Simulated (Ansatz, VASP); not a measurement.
**One calculation of NaI, two programs**

```
Na I
1.0
     0.00000    3.23640    3.23640
     3.23640    0.00000    3.23640
     3.23640    3.23640    0.00000
Na I
1 1
Direct
  0.97280 0.00751 0.02110
  0.47083 0.50931 0.51992
```

Alike in both runs: functional PBE; k mesh 4 × 4 × 4; no spin polarisation.

Ansatz relaxed the structure, and its values are those at the end. VASP's run is a single point on that final structure, the one shown.

|  | VASP | Ansatz |
| --- | --- | --- |
| version | VASP 6.6.1 | Ansatz 0.2.0 |
| potentials or method | VASP PAW PBE potentials, release 64 (Na_pv, I) | plane waves, PAW |
| plane-wave cutoff (eV) | 520 | 420 |
| occupations | gaussian, width 0.01 eV | fixed |
| valence electrons in the cell | 14 | 26 |

```tsv
	VASP	Ansatz	Ansatz less VASP
gap on the k mesh at the Fermi level (eV)	3.64	3.64	+0.004
rms of the force components (eV/Å)	0.005	0.005	0.0000
```

VASP's potentials hold 14 valence electrons a cell and Ansatz's 26, so a difference there can come from the potentials and not from the codes.

The k mesh is coarse, so the values compare programs but aren't converged. Neither program's run includes spin-orbit coupling.
